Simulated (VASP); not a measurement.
Write the native input for VASP 6.6.1 that does the following.

```
Task                   : single point
Functional             : r2SCAN
Potentials or basis    : VASP PAW PBE potentials, release 64 (B, N)
Cutoff                 : 520 eV
k mesh                 : 8 × 8 × 8
Occupations            : gaussian, width 0.01 eV
Spin                   : no spin polarisation
Dipole correction      : no
Further INCAR settings : ALGO = Normal; EDIFF = 1e-06; NBANDS = 11
```

Crystal: BN.

```
CELL_PARAMETERS angstrom
0.00000 1.80482 1.80482
1.80482 0.00000 1.80482
1.80482 1.80482 0.00000
ATOMIC_POSITIONS crystal
B 0.00000 0.00000 0.00000
N 0.25000 0.25000 0.25000
```

One way to write it, as run:

POSCAR

```
BN
1.0
    0.0000000000      1.8048245542      1.8048245542
    1.8048245542      0.0000000000      1.8048245542
    1.8048245542      1.8048245542      0.0000000000
B N
1 1
Direct
    0.0000000000      0.0000000000      0.0000000000
    0.2500000000      0.2500000000      0.2500000000
```

INCAR.step1

```
SYSTEM = BN
ALGO = Normal ; EDIFF = 1E-4
ENCUT = 520 ; GGA = PE
ISMEAR = 0 ; LASPH = .TRUE.
LCHARG = .FALSE. ; LREAL = .FALSE.
LWAVE = .TRUE. ; NBANDS = 11
NELM = 100 ; PREC = Accurate
SIGMA = 0.01
```

INCAR.step2

```
SYSTEM = BN
ALGO = Normal ; EDIFF = 1E-6
ENCUT = 520 ; ISIF = 2
ISMEAR = 0 ; ISTART = 1
LASPH = .TRUE. ; LCHARG = .TRUE.
LELF = .TRUE. ; LMIXTAU = .TRUE.
LREAL = .FALSE. ; LVHAR = .TRUE.
LWAVE = .FALSE. ; METAGGA = R2SCAN
NBANDS = 11 ; NELM = 100
PREC = Accurate ; SIGMA = 0.01
```

KPOINTS

```
k-points
0
G
  8 8 8
  0 0 0
```

Potentials or basis: VASP PAW PBE potentials, release 64 (B, N).

Command:

```sh
$ cat potpaw_PBE.64/B/POTCAR potpaw_PBE.64/N/POTCAR > POTCAR
$ cp INCAR.step1 INCAR
$ mpirun -np 1 vasp_std > vasp.out
$ cp INCAR.step2 INCAR
$ mpirun -np 1 vasp_std > vasp.out
```

It gave:

```
Pressure               : 1.1 GPa
Band gap on the k mesh : 4.98 eV (least direct gap 9.55 eV)
```

Caveat: the PAW data sets were made with another functional, which shifts forces and pressure a little.

Run time: 23 s on 1 thread of AMD EPYC 7R13, on a shared host, peak memory 0.09 GiB.
